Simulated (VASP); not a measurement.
# BP (BP (F-43m)) (F-43m) in VASP: settings compared, part 2 of 2

VASP 6.6.1. The steps go on from the part before.

### Step 3. Relaxation of cell and atoms, PBE

This run uses another cell than the first one, of 11.64 Å³/atom, 0.990 times its volume.

Input file INCAR:

```
PREC = Accurate
ENCUT = 500
EDIFF = 1E-7
ISMEAR = 0
SIGMA = 0.01
LREAL = False
LASPH = True
NELM = 120
ALGO = Normal
ISIF = 3
LWAVE = False
LCHARG = False
GGA = PE
IBRION = 2
NSW = 80
EDIFFG = -0.005
GGA_COMPAT = False
NELMIN = 4
```

Input file KPOINTS:

```
Automatic mesh
0
Gamma
  11 11 11
```

Input file POSCAR:

```
BP
1.0
    0.0000000000      2.2660724000      2.2660724000
    2.2660724000      0.0000000000      2.2660724000
    2.2660724000      2.2660724000      0.0000000000
B P
1 1
Direct
    0.0000000000      0.0000000000      0.0000000000
    0.7500000000      0.7500000000      0.7500000000
```

Potentials or basis: VASP PAW PBE potentials, release 64 (B, P).

Run with:

```console
> cat potpaw_PBE.64/B/POTCAR potpaw_PBE.64/P/POTCAR > POTCAR
> mpirun -np 1 vasp_std > vasp.out
```

OUTCAR:

```text
PREC = Accurate
   ENCUT = 500
   EDIFF = 1E-7
   ISMEAR = 0
   LREAL = False
   LASPH = True
   NELM = 120
   ISIF = 3
   GGA = PE
   IBRION = 2
   NSW = 80
   EDIFFG = -0.005
   NELMIN = 4

 ion  position               nearest neighbor table
   1  0.000  0.000  0.000-   2 1.96   2 1.96   2 1.96   2 1.96
   2  0.750  0.750  0.750-   1 1.96   1 1.96   1 1.96   1 1.96

  LATTYP: Found a face centered cubic cell.
 ALAT       =     4.5321448000

  Lattice vectors:

 A1 = (   0.0000000000,   2.2660724000,   2.2660724000)
 A2 = (   2.2660724000,   0.0000000000,   2.2660724000)
 A3 = (   2.2660724000,   2.2660724000,   0.0000000000)

Analysis of symmetry for initial positions (statically):
=====================================================================
 Subroutine PRICEL returns:
 Original cell was already a primitive cell.

 Routine SETGRP: Setting up the symmetry group for a
 face centered cubic supercell.

 Subroutine GETGRP returns: Found 24 space group operations
 (whereof 24 operations were pure point group operations)
 out of a pool of 48 trial point group operations.

The static configuration has the point symmetry T_d .

Analysis of symmetry for dynamics (positions and initial velocities):
=====================================================================
[... 169 lines left out ...]
  external PRESSURE =      15.5068509 kB  Pullay stress =       0.0000000 kB
[... 59 lines left out ...]
--------------------------------------- Ionic step        3  -------------------------------------------

 number of electron       8.0000000 magnetization

 Free energy of the ion-electron system (eV)
  ---------------------------------------------------
  ext. energy  EPLUGINS =         0.00000000
  ---------------------------------------------------
  free energy    TOTEN  =       -12.93067629 eV

  energy without entropy =      -12.93067629  energy(sigma->0) =      -12.93067629

 E-fermi :   7.4739     XC(G=0): -10.8836

 val. band max:        7.3677462273   @ k =   0.0000   0.0000   0.0000
 cond. band min:       8.6470772396   @ k =   0.4545   0.4545   0.0000
 fundamental gap:      1.2793310123
 Fermi energy:         7.4738914760

 k-point     1 :       0.0000    0.0000    0.0000
  band No.  band energies     occupation
      1      -8.0436      2.00000
      2       7.3677      2.00000
      3       7.3677      2.00000
      4       7.3677      2.00000
      5      10.7605      0.00000
      6      10.7605      0.00000
      7      10.7605      0.00000
      8      14.6584      0.00000
[... 243 lines left out ...]
 k-point    24 :      -0.1818    0.1818    0.0000
  band No.  band energies     occupation
      1      -6.5005      2.00000
      2       2.6293      2.00000
      3       3.6501      2.00000
      4       6.3569      2.00000
      5      11.9496      0.00000
      6      12.3405      0.00000
      7      13.3730      0.00000
      8      15.6283      0.00000

 [... further k-points ...]

------------------------ aborting loop because EDIFF is reached ----------------------------------------

  FORCE on cell =-STRESS in cart. coord.  units (eV):
  Direction    XX          YY          ZZ          XY          YZ          ZX
  --------------------------------------------------------------------------------------
  -------------------------------------------------------------------------------------
  Total        0.0011033      0.0011033      0.0011033     -0.0000000     -0.0000000     -0.0000000
  in kB        0.0752432      0.0752432      0.0752432     -0.0000000     -0.0000000     -0.0000000
  external PRESSURE =       0.0752432 kB  Pullay stress =       0.0000000 kB
[... 17 lines left out ...]
  FREE ENERGIE OF THE ION-ELECTRON SYSTEM (eV)
  ---------------------------------------------------
  free  energy   TOTEN  =       -12.9306762911 eV

  energy  without entropy=      -12.9306762911  energy(sigma->0) =      -12.93067629

 reached required accuracy - stopping structural energy minimisation
```

OSZICAR:

```text
N       E                     dE             d eps       ncg     rms          rms(c)
DAV:   1     0.959587768098E+01    0.95959E+01   -0.40472E+03   896   0.882E+02
DAV:   2    -0.134271087296E+02   -0.23023E+02   -0.22002E+02  1472   0.109E+02
[... 22 lines left out ...]
DAV:   1    -0.129310934209E+02   -0.97507E-03   -0.14010E-02  1008   0.936E-01    0.146E-01
DAV:   2    -0.129307668571E+02    0.32656E-03   -0.69350E-04  1208   0.166E-01    0.765E-02
DAV:   3    -0.129306811228E+02    0.85734E-04   -0.18346E-04  1016   0.780E-02    0.213E-02
DAV:   4    -0.129306758877E+02    0.52351E-05   -0.77424E-06  1248   0.205E-02    0.165E-02
DAV:   5    -0.129306759748E+02   -0.87036E-07   -0.20078E-06  1112   0.101E-02    0.782E-03
DAV:   6    -0.129306762615E+02   -0.28676E-06   -0.55932E-08   576   0.201E-03    0.628E-04
DAV:   7    -0.129306762911E+02   -0.29519E-07   -0.72034E-09   448   0.690E-04
   3 F= -.12930676E+02 E0= -.12930676E+02  d E =-.105083E-02
```

CONTCAR:

```text
BP
   1.00000000000000
    -0.0000000000000000    2.2731655369853887    2.2731655369853887
     2.2731655369853887   -0.0000000000000000    2.2731655369853887
     2.2731655369853887    2.2731655369853887    0.0000000000000000
  B               P
     1     1
Direct
     0.0000000000000000    0.0000000000000000    0.0000000000000000
     0.7500000000000000    0.7500000000000000    0.7500000000000000

  0.00000000E+00  0.00000000E+00  0.00000000E+00
  0.00000000E+00  0.00000000E+00  0.00000000E+00
```

Run time: 10 s. Hardware: 1 thread of Intel Xeon Platinum 8488C (Sapphire Rapids), shared host; peak memory 0.13 GiB.

What came out:

* Free energy: -12.9307 eV
* Relaxed volume: 11.75 Å³/atom
* Relaxed cell: a = 3.215 Å, b = 3.215 Å, c = 3.215 Å, α = 60.00°, β = 60.00°, γ = 60.00°
* Space group after relaxing (to 0.05 Å): F-43m (No. 216)
* Energy gained by relaxing: 0.5 meV/atom
* Ionic steps: 3
* Pressure after relaxing: 0.0 GPa
* Band gap on the k mesh: 1.28 eV, indirect (least direct gap 3.39 eV)

The path:
```
step  energy change (eV)  largest force (eV/Å)  pressure (GPa)  volume (Å³)
   1              0.0000                0.0000            1.55        23.27
   2             -0.0005                0.0000           -1.09        23.65
   3             -0.0011                0.0000            0.01        23.49
```

Final structure:
```xyz
2
Lattice="0.0000 2.2732 2.2732 2.2732 0.0000 2.2732 2.2732 2.2732 0.0000" Properties=species:S:1:pos:R:3 pbc="T T T"
B     0.0000    0.0000    0.0000
P     3.4097    3.4097    3.4097
```

A k mesh can miss the band edges.

### Step 4. Single point, PBE0

This run uses another cell than the first one: it holds 32 atoms, not 2.

Input file POSCAR:

```
BP
1.0
   -4.5480984036      4.5480984036     -4.5480984036
    4.5480984036      4.5480984036      4.5480984036
    4.5480984036     -4.5480984036     -4.5480984036
B P
16 16
Direct
    0.0000000000      0.0000000000      0.0000000000
    0.0000000000      0.2500000000      0.7500000000
    0.0000000000      0.5000000000      0.5000000000
    0.0000000000      0.7500000000      0.2500000000
    0.2500000000      0.0000000000      0.7500000000
    0.2500000000      0.2500000000      0.5000000000
    0.2500000000      0.5000000000      0.2500000000
    0.2500000000      0.7500000000      0.0000000000
    0.5000000000      0.0000000000      0.5000000000
    0.5000000000      0.2500000000      0.2500000000
    0.5000000000      0.5000000000      0.0000000000
    0.5000000000      0.7500000000      0.7500000000
    0.7500000000      0.0000000000      0.2500000000
    0.7500000000      0.2500000000      0.0000000000
    0.7500000000      0.5000000000      0.7500000000
    0.7500000000      0.7500000000      0.5000000000
    0.0000000000      0.0000000000      0.7500000000
    0.0000000000      0.2500000000      0.5000000000
    0.0000000000      0.5000000000      0.2500000000
    0.0000000000      0.7500000000      0.0000000000
    0.2500000000      0.0000000000      0.5000000000
    0.2500000000      0.2500000000      0.2500000000
    0.2500000000      0.5000000000      0.0000000000
    0.2500000000      0.7500000000      0.7500000000
    0.5000000000      0.0000000000      0.2500000000
    0.5000000000      0.2500000000      0.0000000000
    0.5000000000      0.5000000000      0.7500000000
    0.5000000000      0.7500000000      0.5000000000
    0.7500000000      0.0000000000      0.0000000000
    0.7500000000      0.2500000000      0.7500000000
    0.7500000000      0.5000000000      0.5000000000
    0.7500000000      0.7500000000      0.2500000000
```

Input file INCAR.step1:

```
PREC     = Accurate       # precision mode
ENCUT    = 420            # plane-wave cutoff, eV
EDIFF    = 1E-5           # SCF threshold, eV
ISMEAR   = 0              # smearing method
SIGMA    = 0.01           # smearing width, eV
LREAL    = Auto         
LASPH    = True           # aspherical terms in the spheres
NELM     = 120            # most SCF steps
ALGO     = Normal         # electronic algorithm
ISIF     = 2              # what is computed and relaxed
LWAVE    = True           # write WAVECAR
NBANDS   = 86             # bands
GGA      = PE             # functional
GGA_COMPAT= False
```

Input file INCAR.step2:

```
PREC     = Accurate       # precision mode
ENCUT    = 420            # plane-wave cutoff, eV
EDIFF    = 1E-6           # SCF threshold, eV
ISMEAR   = 0              # smearing method
SIGMA    = 0.01           # smearing width, eV
LREAL    = Auto         
LASPH    = True           # aspherical terms in the spheres
NELM     = 120            # most SCF steps
ALGO     = Normal         # electronic algorithm
ISIF     = 2              # what is computed and relaxed
LWAVE    = False          # write WAVECAR
LCHARG   = True           # write CHGCAR
GGA      = PE             # functional
LHFCALC  = True           # exact exchange
AEXX     = 0.25           # exact-exchange fraction
PRECFOCK = Fast         
LELF     = True           # ELF
LVHAR    = True         
NBANDS   = 86             # bands
ISTART   = 1            
GGA_COMPAT= False
```

Input file KPOINTS:

```
regular mesh
0
Gamma
  1 1 1
```

Run with:

```console
> cat potpaw_PBE.64/B/POTCAR potpaw_PBE.64/P/POTCAR > POTCAR
> cp INCAR.step1 INCAR
> mpirun -np 1 vasp_gam > vasp.out
> cp INCAR.step2 INCAR
> mpirun -np 1 vasp_gam > vasp.out
```

It took 2.5 min on 1 thread of Intel Xeon Platinum 8488C (Sapphire Rapids), shared host; peak memory 0.42 GiB.

The run converged. Its results:

| Property | Result |
| --- | --- |
| Free energy | -250.5344 eV |
| Pressure | -1.8 GPa |
| Band gap on the k mesh | 3.05 eV |

Levels at points of the mesh, in eV from the valence-band top:
```csv
k point,band 61,band 62,band 63,band 64,band 65,band 66,band 67,band 68
"(0.00, 0.00, 0.00)",-2.08,0.00,0.00,0.00,3.05,3.05,3.05,3.39
```

Caveat: the k points lie up to 0.98 Å⁻¹ apart; the PAW data sets were made with another functional, which shifts forces and pressure a little.

### Step 5. Overview

```csv
task,level,cell,k mesh,cutoff (eV),grid for exact exchange (PRECFOCK),gap on the mesh (eV),pressure (GPa)
single point,PBE,"a = 3.216 Å, angles 60.0°, 2 atoms",11 × 11 × 11,500,-,1.28,-0.2
relaxation of cell and atoms,PBE,"relaxed from a = 3.205 Å, angles 60.0°, 2 atoms",11 × 11 × 11,500,-,1.28,0.0
single point,PBE0,"a = 7.878 Å, angles 109.5°, 32 atoms",1 × 1 × 1,420,Fast,3.05,-1.8
```

Alike in all rows: potentials or basis VASP PAW PBE potentials, release 64 (B, P); no spin polarisation; smearing gaussian 0.01 eV.

Caveats: some runs use coarse meshes; the PAW data sets were made with another functional, which shifts forces and pressure a little (some runs).

Absolute energies hang on the potentials; compare differences alone.
